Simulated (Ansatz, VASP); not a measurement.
## Co2Mo in VASP and in Ansatz

```
Co Mo
1.0
     4.08048    0.00000    0.00000
    -2.04024    3.53380    0.00000
     0.00000    0.00000    2.57359
Co Mo
2 1
Cartesian
  0.0000 2.3559 1.2868
  2.0402 1.1779 1.2868
  0.0000 0.0000 0.0000
```

Alike in both runs: functional PBE; k mesh 12 × 12 × 18; occupations gaussian, width 0.1 eV; collinear spin.

Ansatz relaxed the structure, and its values are those at the end. VASP's run is a single point on that final structure, the one shown.

```csv
,VASP,Ansatz
version,VASP 6.6.1,Ansatz 0.2.0
potentials or method,"VASP PAW PBE potentials, release 64 (Co, Mo_sv), cutoff 520 eV","scalar-relativistic, plane waves, PAW"
valence electrons in the cell,32,48
```

VASP gave:

* gap on the k mesh at the Fermi level (eV): none
* pressure (GPa): -0.3
* net moment per atom (μB): 0.75
* size of the moment on the site where the two differ most (μB): 0.17

Which values does Ansatz return?

gap on the k mesh at the Fermi level (eV): none; pressure (GPa): 0.0; net moment per atom (μB): 0.76; size of the moment on the site where the two differ most (μB): 0.14.

Site moments also hang on the region over which each program counts them. A gap of «none» marks a metal or a gap that the smearing closes. VASP's potentials hold 32 valence electrons a cell and Ansatz's 48, so a difference there can come from the potentials and not from the codes.
